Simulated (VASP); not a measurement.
Wanted: the native input for a VASP 6.6.1 run.

```yaml
Task: single point
Functional: PBEsol
Potentials_or_basis: VASP PAW PBE potentials, release 64 (Ga_d, Sb)
Cutoff: 520 eV
k_mesh: 14 × 14 × 14
Occupations: gaussian, width 0.1 eV
Spin: no spin polarisation
Dipole_correction: no
Further_INCAR_settings: ALGO = Fast; EDIFF = 1e-07; NBANDS = 30
```

The structure of Ga3Sb lies in POSCAR:

```
Ga3Sb
1.0
   -2.1587990000      2.1587990000      4.7604840000
    2.1587990000     -2.1587990000      4.7604840000
    2.1587990000      2.1587990000     -4.7604840000
Ga Sb
3 1
Direct
    0.7500000000      0.2500000000      0.5000000000
    0.2500000000      0.7500000000      0.5000000000
    0.5000000000      0.5000000000      0.0000000000
    0.0000000000      0.0000000000      0.0000000000
```

One way to write it, as run:

INCAR

```
SYSTEM = Ga3Sb
PREC = Accurate ; ENCUT = 520
EDIFF = 1E-7 ; ISMEAR = 0
SIGMA = 0.1 ; LREAL = .False.
LASPH = .True. ; NELM = 60
ALGO = Fast ; ISIF = 2
LWAVE = .False. ; LCHARG = .True.
GGA = PS ; LELF = .True.
LVHAR = .True. ; NBANDS = 30
```

KPOINTS

```
regular mesh
0
Gamma
  14 14 14
  0 0 0
```

Potentials or basis: VASP PAW PBE potentials, release 64 (Ga_d, Sb).

Command:

```console
$ cat potpaw_PBE.64/Ga_d/POTCAR potpaw_PBE.64/Sb/POTCAR > POTCAR
$ mpirun -np 1 vasp_std > vasp.out
```

Results of the run:

```yaml
Pressure: -3.4 GPa
Band_gap_on_the_k_mesh: zero (band 22 reaches 7.82 eV, above the bottom of band 23 at 3.53 eV)
```

Caveat: the PAW data sets were made with another functional, which shifts forces and pressure a little; spin-orbit coupling is left out, which moves the levels of the heavy elements.

Wall time 11 min on 1 thread of AMD EPYC 9R14 (Zen 4), with other jobs on the host, peak memory 0.63 GiB.
